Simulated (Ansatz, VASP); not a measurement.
## TePb: VASP beside Ansatz

```
CELL_PARAMETERS angstrom
-0.09134 3.26784 3.26784
3.26784 -0.09134 3.26784
3.17650 3.17650 0.00000
ATOMIC_POSITIONS crystal
Pb 0.00000 0.00000 0.00000
Te 0.50000 0.50000 0.50000
```

Change from the starting cell: shear_xy strain -5.6%.

Alike in both runs: task single point; functional r2SCAN; k mesh 8 × 8 × 8; no spin polarisation.

|  | VASP | Ansatz |
| --- | --- | --- |
| version | VASP 6.6.1 | Ansatz 0.2.0 |
| potentials or method | VASP PAW PBE potentials, release 64 (Pb_d, Te) | plane waves, PAW |
| plane-wave cutoff (eV) | 520 | 500 |
| occupations | gaussian, width 0.01 eV | fixed |
| valence electrons in the cell | 20 | 30 |

VASP gave:

| Property | Result |
| --- | --- |
| gap on the k mesh at the Fermi level (eV) | 0.77 |
| pressure (GPa) | 0.0 |
| traceless stress, the component that is largest in VASP (GPa) | 0.86 |

**Question.** Estimate Ansatz's values.

**Answer.** gap on the k mesh at the Fermi level (eV): 0.77; pressure (GPa): 0.0; traceless stress, the component that is largest in VASP (GPa): 0.87.

VASP's potentials were made for PBE, not for r2SCAN. VASP's potentials hold 20 valence electrons a cell and Ansatz's 30, so a difference there can come from the potentials and not from the codes.

Spin-orbit coupling is off throughout.
